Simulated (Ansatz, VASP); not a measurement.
## One calculation of O, two programs

Contents of INCAR:

```
ALGO = Normal
EDIFF = 1E-6
ENCUT = 520
GGA = PE
ISIF = 2
ISMEAR = -1
LASPH = True
LCHARG = True
LELF = True
LREAL = False
LVHAR = True
LWAVE = False
NBANDS = 20
NELM = 100
PREC = Accurate
SIGMA = 0.02
```

File KPOINTS:

```
k-points
0
Gamma
  8 6 10
```

Contents of POSCAR:

```
O
1.0
    3.9072404912      0.0000000000     -0.0519853315
    0.0000000000      3.8916895765      0.0000000000
   -1.0290374351      0.0000000000      2.8380609406
O
4
Direct
    0.3354368573      0.6886925032      0.6746050231
    0.6645631427      0.6886925032      0.8253949769
    0.6645631427      0.3113074968      0.3253949769
    0.3354368573      0.3113074968      0.1746050231
```

Input for Ansatz:

```yaml
crystal:
  lattice:
    - [3.9072404912, 0.0, -0.0519853315]
    - [0.0, 3.8916895765, 0.0]
    - [-1.0290374351, 0.0, 2.8380609406]
  atoms:
    - { symbol: O, position: [0.3354368573, 0.6886925032, 0.6746050231] }
    - { symbol: O, position: [0.6645631427, 0.6886925032, 0.8253949769] }
    - { symbol: O, position: [0.6645631427, 0.3113074968, 0.3253949769] }
    - { symbol: O, position: [0.3354368573, 0.3113074968, 0.1746050231] }
kpoints:
  mp_grid: { grid: [8, 6, 10] }
  band_path:
    path:
      - [0.0, 0.0, 0.0]
      - [0.0, 0.5, 0.0]
      - [0.0, 0.5, 0.5]
      - [0.0, 0.0, 0.5]
      - [-0.5, 0.0, 0.5]
      - [-0.5, 0.5, 0.5]
      - [-0.5, 0.5, 0.0]
      - [-0.5, 0.0, 0.0]
    npoints: 1
hamiltonian:
  xc: pbe
scf:
  occupations: { method: fermi_dirac, width: 0.02 }
  n_extra_bands: 5
output:
  forces: true
  stress: true
  eigenvalues: true
```

Change from the starting cell: epitaxial_xy strain -3.3%.

Alike in both runs: task single point; functional PBE; k mesh 8 × 6 × 10; occupations fermi-dirac, width 0.02 eV; no spin polarisation.

```csv
,VASP,Ansatz
version,VASP 6.6.1,Ansatz 0.2.0
potentials or method,"VASP PAW PBE potentials, release 64 (O)","plane waves, PAW"
plane-wave cutoff (eV),520,420
valence electrons in the cell,24,24
```

```tsv
	VASP	Ansatz	Ansatz less VASP
pressure (GPa)	11.0	7.3	-3.74
traceless stress, the component that is largest in VASP (GPa)	10.13	3.53	-6.609
rms of the force components (eV/Å)	1.168	0.377	-0.7911
```

Atom by atom the forces differ by 0.792 eV/Å (rms over components).

Noted on VASP's run: the standard files for N, O and F lose accuracy on very short bonds; spin is off for a triplet molecule.
